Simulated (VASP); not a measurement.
Input of a VASP 6.6.1 run:

INCAR

```
PREC = Accurate ; ENCUT = 520
EDIFF = 1E-6 ; ISMEAR = 0
SIGMA = 0.01 ; LREAL = F
LASPH = T ; NELM = 80
ALGO = Normal ; ISIF = 2
LWAVE = F ; LCHARG = T
GGA = PE ; LELF = T
LVHAR = T ; NBANDS = 36
```

File KPOINTS:

```
regular mesh
0
Gamma
  18 18 2
```

POSCAR

```
C
1.0
    2.4665162697      0.0000000000      0.0000000000
   -1.2332581348      2.1360657484      0.0000000000
    0.0000000000      0.0000000000     24.9551972974
C
12
Direct
    0.0000000000      0.0000000000      0.9175619738
    0.3333333333      0.6666666667      0.9175585647
    0.0000000000      0.0000000000      0.7491081020
    0.3333333333      0.6666666667      0.7491046929
    0.6666666667      0.3333333333      0.2508953071
    0.0000000000      0.0000000000      0.2508918980
    0.6666666667      0.3333333333      0.0824414353
    0.0000000000      0.0000000000      0.0824380262
    0.3333333333      0.6666666667      0.5842286405
    0.6666666667      0.3333333333      0.5842252313
    0.3333333333      0.6666666667      0.4157747687
    0.6666666667      0.3333333333      0.4157713595
```

Potentials or basis: VASP PAW PBE potentials, release 64 (C).

Launch:

```sh
$ cat potpaw_PBE.64/C/POTCAR > POTCAR
$ mpirun -np 1 vasp_std > vasp.out
```

Estimate the pressure.

0.4 GPa.

Stress tensor (GPa, compression positive):
```
0.55 0.00 0.00
0.00 0.55 0.00
0.00 0.00 0.08
```

Caveat: the cell differs from its parent crystal (strain along c alone, the other axes held: -3.0 %, then relaxed in part); this functional lacks dispersion, which binds layers or chains, so the pressure and a relaxed spacing across them are unreliable.
